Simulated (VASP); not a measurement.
Crystal: CsTaS2.

```
Cs Ta S
1.0
     3.39787    0.00000    0.00000
    -1.69893    2.94264    0.00000
     0.00000    0.00000    7.96260
Cs Ta S
1 1 2
Direct
  0.33333 0.66667 0.50000
  0.66667 0.33333 0.00000
  0.00000 0.00000 0.19823
  0.00000 0.00000 0.80177
```

- Program: VASP 6.6.1
- Task: relaxation of cell and atoms
- Functional: PBE
- Potentials or basis: VASP PAW PBE potentials, release 64 (Cs_sv, Ta_pv, S)
- Cutoff: 600 eV
- k mesh: 6 × 6 × 2
- Occupations: gaussian, width 0.1 eV
- Spin: no spin polarisation

At the start: pressure 9.4 GPa; volume 19.90 Å³/atom.

Problem. Where does the relaxation end?

Solution. Over 7 steps the energy falls by 112.0 meV/atom and the volume is 22.62 Å³/atom (+13.7 %); space group P-6m2 (No. 187, to 0.05 Å).

Step by step:
```tsv
step	energy change (eV)	largest force (eV/Å)	pressure (GPa)	volume (Å³)
1	0.0000	1.3500	9.42	79.62
2	-0.2909	1.3019	-4.95	93.88
3	-0.3331	1.3016	-1.95	89.69
4	-0.4372	0.1028	0.28	89.55
5	-0.4372	0.0802	0.33	89.55
6	-0.4464	0.0306	0.01	90.09
7	-0.4481	0.0054	-0.21	90.49
```

Final structure:
```
Cs Ta S
1.0
     3.54839    0.00000    0.00000
    -1.77420    3.07300    0.00000
     0.00000    0.00000    8.29844
Cs Ta S
1 1 2
Direct
  0.33333 0.66667 0.50000
  0.66667 0.33333 0.00000
  0.00000 0.00000 0.18093
  0.00000 0.00000 0.81907
```
